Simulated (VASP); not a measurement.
# HfC (Fm-3m) in VASP: settings compared

HfC is run at these levels: LDA+U, PBE, BLYP+D3(BJ); tasks: relaxation of cell and atoms, single point.

Program: VASP 6.6.1. These are calculated values, not measurements. Logs are shortened: lines on timing, memory, paths and dates and some standing lists are left out, and cuts for length are marked.

## 1. The cell of the first run

The structure is cubic, space group Fm-3m (No. 225). Conventional cell: a = 4.650 Å, b = 4.650 Å, c = 4.650 Å, α = 90.00°, β = 90.00°, γ = 90.00°. Hf (site symmetry m-3m) has 6 C at 2.33 Å within 3.1 Å. Within 3.1 Å of C (site symmetry m-3m) lie 6 Hf at 2.33 Å.

## 2. Relaxation of cell and atoms, LDA+U

The input, INCAR:

```
SYSTEM = HfC
ALGO = Normal ; EDIFF = 1E-6
EDIFFG = -0.01 ; ENCUT = 600
IBRION = 2 ; ISIF = 3
ISMEAR = -1 ; LASPH = .True.
LCHARG = .False. ; LDAU = .True.
LDAUJ = 0 0 ; LDAUL = 2 -1
LDAUPRINT = 1 ; LDAUTYPE = 2
LDAUU = 8 0 ; LMAXMIX = 4
LREAL = .False. ; LWAVE = .False.
NELM = 150 ; NSW = 60
PREC = Accurate ; SIGMA = 0.05
```

The input, KPOINTS:

```
k-points
0
Gamma
  10 10 10
  0 0 0
```

The input, POSCAR:

```
HfC
1.0
    0.0000000000      2.3250000000      2.3250000000
    2.3250000000      0.0000000000      2.3250000000
    2.3250000000      2.3250000000      0.0000000000
Hf C
1 1
Direct
    0.5000000000      0.5000000000      0.5000000000
    0.0000000000      0.0000000000      0.0000000000
```

Potentials or basis: VASP PAW LDA potentials, release 64 (Hf_pv, C).

The run is started by

```bash
$ cat potpaw_LDA.64/Hf_pv/POTCAR potpaw_LDA.64/C/POTCAR > POTCAR
$ mpirun -np 1 vasp_std > vasp.out
```

OUTCAR:

```text
SYSTEM = HfC
   EDIFF = 1E-6
   EDIFFG = -0.01
   ENCUT = 600
   IBRION = 2
   ISIF = 3
   ISMEAR = -1
   LASPH = .True.
   LREAL = .False.
   NELM = 150
   NSW = 60
   PREC = Accurate

 ion  position               nearest neighbor table
   1  0.500  0.500  0.500-   2 2.33   2 2.33   2 2.33   2 2.33   2 2.33   2 2.33
   2  0.000  0.000  0.000-   1 2.33   1 2.33   1 2.33   1 2.33   1 2.33   1 2.33

  LATTYP: Found a face centered cubic cell.
 ALAT       =     4.6500000000

  Lattice vectors:

 A1 = (   0.0000000000,   2.3250000000,   2.3250000000)
 A2 = (   2.3250000000,   0.0000000000,   2.3250000000)
 A3 = (   2.3250000000,   2.3250000000,   0.0000000000)

Analysis of symmetry for initial positions (statically):
=====================================================================
 Subroutine PRICEL returns:
 Original cell was already a primitive cell.

 Routine SETGRP: Setting up the symmetry group for a
 face centered cubic supercell.

 Subroutine GETGRP returns: Found 48 space group operations
 (whereof 48 operations were pure point group operations)
 out of a pool of 48 trial point group operations.

The static configuration has the point symmetry O_h .

Analysis of symmetry for dynamics (positions and initial velocities):
=====================================================================
 Subroutine PRICEL returns:
 Original cell was already a primitive cell.

 Routine SETGRP: Setting up the symmetry group for a
 face centered cubic supercell.

 Subroutine GETGRP returns: Found 48 space group operations
 (whereof 48 operations were pure point group operations)
 out of a pool of 48 trial point group operations.

The dynamic configuration has the point symmetry O_h .

 Subroutine INISYM returns: Found 48 space group operations
 (whereof 48 operations are pure point group operations),
 and found     1 'primitive' translations

----------------------------------------------------------------------------------------

                                     Primitive cell

  volume of cell :      25.1362

  direct lattice vectors                    reciprocal lattice vectors
     0.000000000  2.325000000  2.325000000    -0.215053763  0.215053763  0.215053763
     2.325000000  0.000000000  2.325000000     0.215053763 -0.215053763  0.215053763
     2.325000000  2.325000000  0.000000000     0.215053763  0.215053763 -0.215053763

  length of vectors
     3.288046533  3.288046533  3.288046533     0.372484045  0.372484045  0.372484045

  position of ions in fractional coordinates (direct lattice)
     0.500000000  0.500000000  0.500000000
     0.000000000  0.000000000  0.000000000

  ion indices of the primitive-cell ions
   primitive index   ion index
                 1           1
                 2           2

----------------------------------------------------------------------------------------

 KPOINTS: k-points

Automatic generation of k-mesh.
 Grid dimensions read from file:
 generate k-points for:   10   10   10

 Generating k-lattice:

  Cartesian coordinates                     Fractional coordinates (reciprocal lattice)
    -0.021505376  0.021505376  0.021505376     0.100000000  0.000000000  0.000000000
     0.021505376 -0.021505376  0.021505376     0.000000000  0.100000000  0.000000000
     0.021505376  0.021505376 -0.021505376     0.000000000  0.000000000  0.100000000

  Length of vectors
     0.037248404  0.037248404  0.037248404
[... 58 lines left out ...]
   IBRION =      2    ionic relax: 0-MD 1-quasi-New 2-CG
   NFREE  =      1    steps in history (QN), initial steepest desc. (CG)
   ISIF   =      3    stress and relaxation
   ISYM   =      2    0-nonsym 1-usesym 2-fastsym
   POTIM  = 0.5000    time-step for ionic-motion
   TEBEG  =    0.0;   TEEND  =   0.0 temperature during run
   PSTRESS=    0.0 pullay stress
   NELECT =      14.0000    total number of electrons
   NUPDOWN=      -1.0000    fix difference up-down
   EMIN   =  10.00;   EMAX   =-10.00  energy-range for DOS
   EFERMI =   0.00;   METHOD = LEGACY
   ISMEAR =    -1;   SIGMA  =   0.05  broadening in eV -4-tet -1-fermi 0-gaus
   EFERMI_NEDOS =   21; number of points for ismear=-14 and -15
   IALGO  =     38    algorithm
   IMIX   =      4    mixing-type and parameters
     AMIX     =   0.40;   BMIX     =  1.00
     AMIX_MAG =   1.60;   BMIX_MAG =  1.00
  volume/ion in A,a.u.               =      12.57        84.81
  Fermi-wavevector in a.u.,A,eV,Ry     =   1.346949  2.545365 24.684672  1.814272
  Thomas-Fermi vector in A             =   2.474740
   LORBIT       =      0    0 simple, 1 ext, 2 COOP (PROOUT), +10 PAW based schemes
 LDA+U is selected, type is set to LDAUTYPE =  2
   angular momentum for each species LDAUL =     2   -1
   U (eV)           for each species LDAUU =   8.0  0.0
   J (eV)           for each species LDAUJ =   0.0  0.0
   GGA     = CA    functional components
   LHFCALC =     F    Hartree Fock is set to
   AEXX    =    0.0000 exact exchange contribution
   IVDW    =     0    specifies the selected vdW correction
   LEPSILON=     F    determine dielectric tensor
   LRPA    =     F    only Hartree local field effects (RPA)
 conjugate gradient relaxation of ions
 non-spin polarized calculation
  energy-cutoff  :      600.00
  volume of cell :       25.14
 maximum number of plane-waves:       869
 NGX is ok and might be reduce to    28
   NGX = 13   NGY = 13   NGZ = 13

--------------------------------------- Ionic step        1  -------------------------------------------

 number of electron      14.0000000 magnetization

 Free energy of the ion-electron system (eV)
  ---------------------------------------------------
  ext. energy  EPLUGINS =         0.00000000
  ---------------------------------------------------
  free energy    TOTEN  =       -17.69860786 eV

  energy without entropy =      -17.69695265  energy(sigma->0) =      -17.69778025

------------------------ aborting loop because EDIFF is reached ----------------------------------------

  FORCE on cell =-STRESS in cart. coord.  units (eV):
  Direction    XX          YY          ZZ          XY          YZ          ZX
  --------------------------------------------------------------------------------------
  -------------------------------------------------------------------------------------
  Total        2.7743702      2.7743702      2.7743702     -0.0000000      0.0000000      0.0000000
  in kB      176.8382136    176.8382136    176.8382136     -0.0000000      0.0000000      0.0000000
  external PRESSURE =     176.8382136 kB  Pullay stress =       0.0000000 kB
[... 89 lines left out ...]
  FREE ENERGIE OF THE ION-ELECTRON SYSTEM (eV)
  ---------------------------------------------------
  free  energy   TOTEN  =       -17.7922237261 eV

  energy  without entropy=      -17.7903415000  energy(sigma->0) =      -17.79128261

atom =   1  type =  1  l = 2

 onsite density matrix

spin component  1

  0.0810 -0.0000  0.0000 -0.0000 -0.0000
 -0.0000  0.0810 -0.0000  0.0000 -0.0000
  0.0000 -0.0000  0.2009  0.0000 -0.0000
 -0.0000  0.0000  0.0000  0.0810 -0.0000
 -0.0000 -0.0000 -0.0000 -0.0000  0.2009

spin component  2

  0.0810 -0.0000  0.0000 -0.0000 -0.0000
 -0.0000  0.0810 -0.0000  0.0000 -0.0000
  0.0000 -0.0000  0.2009  0.0000 -0.0000
 -0.0000  0.0000  0.0000  0.0810 -0.0000
 -0.0000 -0.0000 -0.0000 -0.0000  0.2009

 occupancies and eigenvectors

  o =  0.0810  v =  0.9980  0.0307 -0.0000  0.0559  0.0000  0.0000  0.0000  0.0000  0.0000  0.0000      0.0000  0.0000  0.0000  0.0000  0.0000  0.0000  0.0000  0.0000  0.0000  0.0000
  o =  0.0810  v =  0.0000  0.0000  0.0000  0.0000  0.0000  0.9980  0.0307 -0.0000  0.0559  0.0000      0.0000  0.0000  0.0000  0.0000  0.0000  0.0000  0.0000  0.0000  0.0000  0.0000
  o =  0.0810  v =  0.0503 -0.9178  0.0000 -0.3939  0.0000  0.0000  0.0000  0.0000  0.0000  0.0000      0.0000  0.0000  0.0000  0.0000  0.0000  0.0000  0.0000  0.0000  0.0000  0.0000
  o =  0.0810  v =  0.0000  0.0000  0.0000  0.0000  0.0000  0.0503 -0.9178  0.0000 -0.3939  0.0000      0.0000  0.0000  0.0000  0.0000  0.0000  0.0000  0.0000  0.0000  0.0000  0.0000
  o =  0.0810  v =  0.0392  0.3959 -0.0000 -0.9175 -0.0000  0.0000  0.0000  0.0000  0.0000  0.0000      0.0000  0.0000  0.0000  0.0000  0.0000  0.0000  0.0000  0.0000  0.0000  0.0000
  o =  0.0810  v =  0.0000  0.0000  0.0000  0.0000  0.0000  0.0392  0.3959 -0.0000 -0.9175 -0.0000      0.0000  0.0000  0.0000  0.0000  0.0000  0.0000  0.0000  0.0000  0.0000  0.0000
  o =  0.2009  v =  0.0000  0.0000 -0.0001 -0.0000 -1.0000  0.0000  0.0000  0.0000  0.0000  0.0000      0.0000  0.0000  0.0000  0.0000  0.0000  0.0000  0.0000  0.0000  0.0000  0.0000
  o =  0.2009  v =  0.0000  0.0000  0.0000  0.0000  0.0000  0.0000  0.0000 -0.0001 -0.0000 -1.0000      0.0000  0.0000  0.0000  0.0000  0.0000  0.0000  0.0000  0.0000  0.0000  0.0000
  o =  0.2009  v =  0.0000  0.0000  0.0000  0.0000  0.0000 -0.0000 -0.0000 -1.0000  0.0000  0.0001      0.0000  0.0000  0.0000  0.0000  0.0000  0.0000  0.0000  0.0000  0.0000  0.0000
  o =  0.2009  v = -0.0000 -0.0000 -1.0000  0.0000  0.0001  0.0000  0.0000  0.0000  0.0000  0.0000      0.0000  0.0000  0.0000  0.0000  0.0000  0.0000  0.0000  0.0000  0.0000  0.0000

--------------------------------------- Ionic step        4  -------------------------------------------

 number of electron      14.0000000 magnetization

 Free energy of the ion-electron system (eV)
  ---------------------------------------------------
  ext. energy  EPLUGINS =         0.00000000
  ---------------------------------------------------
  free energy    TOTEN  =       -17.79234854 eV

  energy without entropy =      -17.79047199  energy(sigma->0) =      -17.79141026

 E-fermi :   6.4006     XC(G=0): -12.1641

 val. band max:        6.3292420334   @ k =   0.1000   0.0000   0.0000
 cond. band min:       6.4851651058   @ k =   0.1000   0.1000   0.0000
 fundamental gap:      0.1559230723
 Fermi energy:         6.4006159728

 k-point     1 :       0.0000    0.0000    0.0000
  band No.  band energies     occupation
      1     -25.2140      2.00000
      2     -25.2140      2.00000
      3     -25.2140      2.00000
      4      -6.0862      2.00000
      5       7.0002      0.00001
      6       7.0002      0.00001
      7       7.0002      0.00001
      8       8.6260      0.00000
      9       8.6260      0.00000
     10       8.6260      0.00000
     11      10.0195      0.00000
[... 309 lines left out ...]
 k-point    24 :       0.4000    0.3000    0.0000
  band No.  band energies     occupation
      1     -25.5731      2.00000
      2     -25.3602      2.00000
      3     -25.3455      2.00000
      4      -3.7579      2.00000
      5       2.3715      2.00000
      6       4.7649      2.00000
      7       5.4488      2.00000
      8       6.7968      0.00072
      9      11.8601      0.00000
     10      13.2818      0.00000
     11      13.4749      0.00000

 [... further k-points ...]
[... 5 lines left out ...]
  --------------------------------------------------------------------------------------
  -------------------------------------------------------------------------------------
  Total       -0.0030975     -0.0030975     -0.0030975      0.0000000     -0.0000000      0.0000000
  in kB       -0.1842074     -0.1842074     -0.1842074      0.0000000     -0.0000000      0.0000000
  external PRESSURE =      -0.1842074 kB  Pullay stress =       0.0000000 kB
[... 17 lines left out ...]
  FREE ENERGIE OF THE ION-ELECTRON SYSTEM (eV)
  ---------------------------------------------------
  free  energy   TOTEN  =       -17.7923485398 eV

  energy  without entropy=      -17.7904719869  energy(sigma->0) =      -17.79141026

 reached required accuracy - stopping structural energy minimisation
```

Run time: 60 s. Hardware: 1 thread of Intel Xeon Platinum 8259CL at 2.50GHz (Skylake/Cascade Lake), shared host; peak memory 0.16 GiB.

Results:

| Item | Value |
| --- | --- |
| Free energy | -17.7923 eV |
| Relaxed volume | 13.47 Å³/atom |
| Relaxed cell | a = 3.365 Å, b = 3.365 Å, c = 3.365 Å, α = 60.00°, β = 60.00°, γ = 60.00° |
| Space group after relaxing (to 0.05 Å) | Fm-3m (No. 225) |
| Energy gained by relaxing | 46.9 meV/atom |
| Ionic steps | 4 |
| Pressure after relaxing | 0.0 GPa |
| Band gap on the k mesh | zero (band 7 reaches 7.00 eV, above the bottom of band 8 at 5.73 eV) |

The path:
```
step  energy change (eV)  largest force (eV/Å)  pressure (GPa)  volume (Å³)
   1              0.0000                0.0000           17.68        25.14
   2              0.1779                0.0000          -21.82        30.53
   3             -0.0936                0.0000           -0.57        27.00
   4             -0.0937                0.0000           -0.02        26.94
```

Final structure:
```cif
data_structure
_symmetry_space_group_name_H-M 'P 1'
_symmetry_Int_Tables_number 1
_cell_length_a 3.3649
_cell_length_b 3.3649
_cell_length_c 3.3649
_cell_angle_alpha 60.000
_cell_angle_beta 60.000
_cell_angle_gamma 60.000
_cell_volume 26.94
loop_
_atom_site_label
_atom_site_type_symbol
_atom_site_fract_x
_atom_site_fract_y
_atom_site_fract_z
_atom_site_occupancy
Hf1 Hf 0.50000 0.50000 0.50000 1
C1 C 0.00000 0.00000 0.00000 1
```

Levels at points of the mesh, in eV from the Fermi level:
```csv
k point,band 5,band 6,band 7,band 8,band 9,band 10
"(0.00, 0.00, 0.00)",0.60,0.60,0.60,2.23,2.23,2.23
"(0.50, 0.00, 0.00)",-6.27,-2.63,-2.63,5.29,5.98,6.05
"(0.50, 0.50, 0.00)",-3.33,-1.01,-0.64,-0.64,5.45,6.39
```

Eigenvalues of the final occupation matrices:
```
    site  spin  trace               eigenvalues
site 1 d     1   0.64  0.08 0.08 0.08 0.20 0.20
site 1 d     2   0.64  0.08 0.08 0.08 0.20 0.20
```

Caveat: spin-orbit coupling is left out, which moves the levels of the heavy elements; U without spin polarisation on a metal has little footing; the U is typed as a test and isn't derived for this compound.

## 3. Single point, PBE

The input, INCAR:

```
SYSTEM = HfC
PREC     = Accurate       ! precision mode
ENCUT    = 520            ! plane-wave cutoff, eV
EDIFF    = 1E-6           ! SCF threshold, eV
ISMEAR   = -1             ! smearing method
SIGMA    = 0.03           ! smearing width, eV
LREAL    = .FALSE.        ! projectors in reciprocal space
LASPH    = .TRUE.         ! aspherical terms in the spheres
NELM     = 60             ! most SCF steps
ALGO     = Normal         ! electronic algorithm
ISIF     = 2              ! what is computed and relaxed
LWAVE    = .FALSE.        ! write WAVECAR
LCHARG   = .FALSE.        ! write CHGCAR
GGA      = PE             ! functional
NBANDS   = 14             ! bands
```

The input, KPOINTS:

```
regular mesh
0
G
  7 7 7
  0 0 0
```

POSCAR is that of step 2.

Potentials or basis: VASP PAW PBE potentials, release 64 (Hf_pv, C).

The run is started by

```bash
$ cat potpaw_PBE.64/Hf_pv/POTCAR potpaw_PBE.64/C/POTCAR > POTCAR
$ mpirun -np 1 vasp_std > vasp.out
```

Run time: 7.8 s. Hardware: 1 thread of Intel Xeon 8259CL, shared host; peak memory 0.14 GiB.

The run converged. Its results:

```yaml
Free_energy: -21.0380 eV
Pressure: -0.4 GPa
Band_gap_on_the_k_mesh: zero (band 7 reaches 6.96 eV, above the bottom of band 8 at 5.54 eV)
```

Levels at points of the mesh, in eV from the Fermi level:
```
           k point  band 5  band 6  band 7  band 8  band 9  band 10
(0.00, 0.00, 0.00)    1.13    1.13    1.13    1.51    1.51     1.51
```

Caveat: spin-orbit coupling is left out, which moves the levels of the heavy elements.

(Continued in part 2 of 2.)
